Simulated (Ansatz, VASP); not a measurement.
## One calculation of Pb, two programs

File INCAR:

```
SYSTEM = Pb
  PREC = Accurate
  ENCUT = 520
  EDIFF = 1E-6
  ISMEAR = -1
  SIGMA = 0.05
  LREAL = .FALSE.
  LASPH = .TRUE.
  NELM = 100
  ALGO = Normal
  ISIF = 2
  LWAVE = .FALSE.
  LCHARG = .FALSE.
  GGA = PE
  NBANDS = 13
```

Contents of KPOINTS:

```
regular mesh
0
G
  13 13 13
  0 0 0
```

The input POSCAR:

```
Pb
1.0
    0.0000000000      2.4694619209      2.4694619209
    2.4694619209      0.0000000000      2.4694619209
    2.4694619209      2.4694619209      0.0000000000
Pb
1
Direct
    0.0000000000      0.0000000000      0.0000000000
```

Input for Ansatz:

```yaml
crystal:
  lattice:
    - [0.0, 2.4694619209, 2.4694619209]
    - [2.4694619209, 0.0, 2.4694619209]
    - [2.4694619209, 2.4694619209, 0.0]
  atoms:
    - { symbol: Pb, position: [0.0, 0.0, 0.0] }
kpoints:
  mp_grid: { grid: [13, 13, 13] }
scf:
  occupations: { method: fermi_dirac, width: 0.05 }
hamiltonian:
  xc: pbe
  pseudopotentials: { kind: all_electron, lapw: { basis_error: 0.00025 } }
output:
  forces: true
  stress: true
  eigenvalues: true
```

Change from the starting cell: volume scaled by 0.9405.

Alike in both runs: task single point; functional PBE; k mesh 13 × 13 × 13; occupations fermi-dirac, width 0.05 eV; no spin polarisation.

|  | VASP | Ansatz |
| --- | --- | --- |
| version | VASP 6.6.1 | Ansatz 0.2.0 |
| potentials or method | VASP PAW PBE potentials, release 64 (Pb_d), cutoff 520 eV | all-electron LAPW, scalar-relativistic |

VASP gave:

| Quantity | Value |
| --- | --- |
| pressure (GPa) | 2.7 |

Question: Which values does Ansatz return?

Answer: Pressure (GPa): 2.8.

Ansatz ran all-electron here, and VASP with PAW potentials.

Neither program's run includes spin-orbit coupling.
